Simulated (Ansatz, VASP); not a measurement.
## One calculation of Hf, two programs

INCAR

```
PREC = Accurate
ENCUT = 400
EDIFF = 1E-8
ISMEAR = -1
SIGMA = 0.05
LREAL = F
LASPH = T
NELM = 120
ALGO = Normal
ISIF = 2
LWAVE = F
LCHARG = F
GGA = PE
LEFG = T
NBANDS = 17
GGA_COMPAT = F
```

Contents of KPOINTS:

```
regular mesh
0
Gamma
  13 13 7
```

POSCAR

```
Hf
1.0
    3.1647315390      0.0000000000      0.0000000000
   -1.5823657695      2.7407379089      0.0000000000
    0.0000000000      0.0000000000      5.0578000000
Hf
2
Direct
    0.3333333333      0.6666666667      0.2500000000
    0.6666666667      0.3333333333      0.7500000000
```

Input for Ansatz:

```yaml
crystal:
  lattice:
    - [3.164731539, 0.0, 0.0]
    - [-1.5823657695, 2.7407379089, 0.0]
    - [0.0, 0.0, 5.0578]
  atoms:
    - { symbol: Hf, position: [0.3333333333, 0.6666666667, 0.25] }
    - { symbol: Hf, position: [0.6666666667, 0.3333333333, 0.75] }
kpoints:
  mp_grid: { grid: [13, 13, 7] }
scf:
  occupations: { method: fermi_dirac, width: 0.05 }
hamiltonian:
  xc: pbe
  pseudopotentials: { kind: paw }
output:
  forces: true
  stress: true
  eigenvalues: true
  efg: { contact_densities: true }
```

Change from the starting cell: equal xx and yy strain of -1 %, PAW files.

Alike in both runs: task electric field gradients; functional PBE; k mesh 13 × 13 × 7; occupations fermi-dirac, width 0.05 eV; no spin polarisation.

|  | VASP | Ansatz |
| --- | --- | --- |
| version | VASP 6.6.1 | Ansatz 0.2.0 |
| potentials or method | VASP PAW PBE potentials, release 64 (Hf_pv) | PAW with Ansatz's default frozen-core files, scalar-relativistic |
| plane-wave cutoff (eV) | 400 | 420 |
| valence electrons in the cell | 20 | 52 |

|  | VASP | Ansatz | Ansatz less VASP |
| --- | --- | --- | --- |
| pressure (GPa) | 2.5 | 3.0 | +0.51 |
| traceless stress, the component that is largest in VASP (GPa) | -0.95 | -0.88 | +0.071 |
| size of Vzz on the site where it differs most (V/Å²) | 76.7 | 86.2 | +9.54 |

The functional is the same, so the differences come from potentials, cutoffs and numerics. VASP's potentials hold 20 valence electrons a cell and Ansatz's 52, so a difference there can come from the potentials and not from the codes.

Neither program's run includes spin-orbit coupling.
